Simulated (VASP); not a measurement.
A run of VASP 6.6.1 is set up as follows.

POSCAR

```
Sn
1.0
   -2.7931334325      2.7931334325      1.5993019889
    2.7931334325     -2.7931334325      1.5993019889
    2.7931334325      2.7931334325     -1.5993019889
Sn
2
Direct
    0.7500000000      0.2500000000      0.5000000000
    0.0000000000      0.0000000000      0.0000000000
```

File INCAR.step1:

```
PREC     = Accurate       # precision mode
ENCUT    = 520            # plane-wave cutoff, eV
ISMEAR   = 0              # smearing method
SIGMA    = 0.15           # smearing width, eV
LREAL    = F              # projectors in reciprocal space
LASPH    = T              # aspherical terms in the spheres
NELM     = 60             # most SCF steps
NBANDS   = 21             # bands
GGA      = PE             # functional
ALGO     = Normal         # electronic algorithm
EDIFF    = 1E-4           # SCF threshold, eV
LWAVE    = T              # write WAVECAR
LCHARG   = F              # write CHGCAR
```

File INCAR.step2:

```
PREC     = Accurate       # precision mode
ENCUT    = 520            # plane-wave cutoff, eV
EDIFF    = 1E-6           # SCF threshold, eV
ISMEAR   = 0              # smearing method
SIGMA    = 0.15           # smearing width, eV
LREAL    = F              # projectors in reciprocal space
LASPH    = T              # aspherical terms in the spheres
NELM     = 60             # most SCF steps
ALGO     = Normal         # electronic algorithm
ISIF     = 2              # what is computed and relaxed
LWAVE    = F              # write WAVECAR
LCHARG   = T              # write CHGCAR
METAGGA  = R2SCAN         # meta-GGA
LMIXTAU  = T            
LELF     = T              # ELF
LVHAR    = T            
NBANDS   = 21             # bands
ISTART   = 1
```

KPOINTS

```
regular mesh
0
Gamma
  16 16 16
```

Potentials or basis: VASP PAW PBE potentials, release 64 (Sn_d).

The run is started by

```sh
$ cat potpaw_PBE.64/Sn_d/POTCAR > POTCAR
$ cp INCAR.step1 INCAR
$ mpirun -np 1 vasp_std > vasp.out
$ cp INCAR.step2 INCAR
$ mpirun -np 1 vasp_std > vasp.out
```

Question: Predict the band gap on the k mesh.

Answer: Zero (bands 14 and 15 overlap by 5.54 eV).

Question: Estimate the pressure.

Answer: 7.3 GPa.

Stress tensor (GPa, compression positive):
```
8.83 0.00 0.00
0.00 8.83 0.00
0.00 0.00 4.17
```

Caveat: the cell differs from its parent crystal (strain -0.050 along x and y, +0.000 along z); the cell stands under pressure; the PAW data sets were made with another functional, which shifts forces and pressure a little; spin-orbit coupling is left out, which moves the levels of the heavy elements.
